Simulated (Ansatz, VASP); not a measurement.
Zn in VASP and in Ansatz

INCAR

```
SYSTEM = Zn
PREC = Accurate
ENCUT = 520
EDIFF = 1E-7
ISMEAR = 0
SIGMA = 0.15
LREAL = .False.
LASPH = .True.
NELM = 60
ALGO = Fast
ISIF = 2
LWAVE = .False.
LCHARG = .False.
GGA = CA
NBANDS = 12
```

KPOINTS

```
regular mesh
0
Gamma
  22 22 22
  0 0 0
```

Contents of POSCAR:

```
Zn
1.0
   -0.8837500008      1.5410259296      1.5410259296
    1.5410259296     -0.8837500008      1.5410259296
    1.5410259296      1.5410259296     -0.8837500008
Zn
1
Direct
    0.0000000000      0.0000000000      0.0000000000
```

Input for Ansatz:

```yaml
crystal:
  lattice:
    - [-0.8837500008, 1.5410259296, 1.5410259296]
    - [1.5410259296, -0.8837500008, 1.5410259296]
    - [1.5410259296, 1.5410259296, -0.8837500008]
  atoms:
    - { symbol: Zn, position: [0.0, 0.0, 0.0] }
basis:
  ecutwfc: 520.0
kpoints:
  mp_grid: { grid: [22, 22, 22] }
hamiltonian:
  xc: lda
  pseudopotentials: { kind: paw }
scf:
  occupations: { method: gaussian, width: 0.15 }
output:
  forces: true
  stress: true
  eigenvalues: true
```

Alike in both runs: task single point; functional LDA; k mesh 22 × 22 × 22; occupations gaussian, width 0.15 eV; no spin polarisation.

|  | VASP | Ansatz |
| --- | --- | --- |
| version | VASP 6.6.1 | Ansatz 0.2.0 |
| potentials or method | VASP PAW LDA potentials, release 64 (Zn), cutoff 520 eV | scalar-relativistic, plane waves, PAW |
| valence electrons in the cell | 12 | 12 |

Ansatz gave:

| Property | Result |
| --- | --- |
| gap on the k mesh at the Fermi level (eV) | none |
| pressure (GPa) | 25.7 |
| traceless stress, the component that is largest in VASP (GPa) | -2.56 |

**Question.** Which values does VASP return?

**Answer.** gap on the k mesh at the Fermi level (eV): none; pressure (GPa): 27.1; traceless stress, the component that is largest in VASP (GPa): -2.62.

LDA's correlation is that of Perdew and Zunger in VASP and of Perdew and Wang (1992) in Ansatz. A gap of «none» marks a metal or a gap that the smearing closes.
